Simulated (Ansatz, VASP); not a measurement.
## CoW3 in VASP and in Ansatz

```
Co W
1.0
     3.85824    0.00000    0.00000
     0.00000    3.85824    0.00000
     0.00000    0.00000    7.71649
Co W
2 6
Direct
  0.00000 0.00000 0.50000
  0.00000 0.00000 0.00000
  0.00000 0.57776 0.25000
  0.00000 0.42224 0.75000
  0.50000 0.07259 0.25000
  0.50000 0.92741 0.75000
  0.50000 0.50000 0.50000
  0.50000 0.50000 0.00000
```

Change from the starting cell: mode 4 (97.3 1/cm) frozen in, largest displacement -0.300 Å.

Alike in both runs: task single point; functional PBEsol; k mesh 12 × 12 × 6; occupations gaussian, width 0.15 eV; no spin polarisation.

```csv
,VASP,Ansatz
version,VASP 6.6.1,Ansatz 0.2.0
potentials or method,"VASP PAW PBE potentials, release 64 (Co, W_sv), cutoff 520 eV","scalar-relativistic, plane waves, PAW"
valence electrons in the cell,102,118
```

|  | VASP | Ansatz | Ansatz less VASP |
| --- | --- | --- | --- |
| gap on the k mesh at the Fermi level (eV) | none | none | - |
| pressure (GPa) | 5.3 | 4.6 | -0.70 |
| traceless stress, the component that is largest in VASP (GPa) | 3.27 | 3.17 | -0.105 |
| rms of the force components (eV/Å) | 0.747 | 0.741 | -0.0067 |

VASP's potentials were made for PBE, not for PBEsol. Atom by atom the forces differ by 0.012 eV/Å (rms over components). A gap of «none» marks a metal or a gap that the smearing closes. VASP's potentials hold 102 valence electrons a cell and Ansatz's 118, so a difference there can come from the potentials and not from the codes.

Spin-orbit coupling is off throughout.
